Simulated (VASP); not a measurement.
W: single point with PBE

The system is W.

```xyz
2
Lattice="2.7768 0.0000 0.0000 -1.3884 2.4048 0.0000 0.0000 0.0000 4.9469" Properties=species:S:1:pos:R:3 pbc="T T T"
W     0.0000    1.6032    1.2367
W     1.3884    0.8016    3.7102
```

This isn't the form of W at room conditions, which is bcc.

| Quantity | Value |
| --- | --- |
| Program | VASP 6.6.1 |
| Task | single point |
| Functional | PBE |
| Potentials or basis | VASP PAW PBE potentials, release 64 (W_sv) |
| Cutoff | 520 eV |
| k mesh | 17 × 17 × 9 |
| Occupations | fermi-dirac, width 0.05 eV |
| Spin | no spin polarisation |
| Dipole correction | no |
| Further INCAR settings | ALGO = Normal; EDIFF = 1e-06; NBANDS = 21 |

| Quantity | Value |
| --- | --- |
| Pressure | 0.4 GPa |
| Band gap on the k mesh | zero (bands 14 and 15 overlap by 1.76 eV) |

Stress tensor (GPa, compression positive):
```
0.48 0.00 0.00
0.00 0.48 0.00
0.00 0.00 0.34
```

Levels at points of the mesh, in eV from the Fermi level:
```
           k point  band 12  band 13  band 14  band 15  band 16  band 17
(0.00, 0.00, 0.00)    -0.43    -0.43    -0.32     0.14     0.14     1.99
```

Run time: 76 s on 1 thread of Intel Xeon 8259CL, on a shared host, peak memory 0.22 GiB.

Caveat: spin-orbit coupling is left out, which moves the levels of the heavy elements.
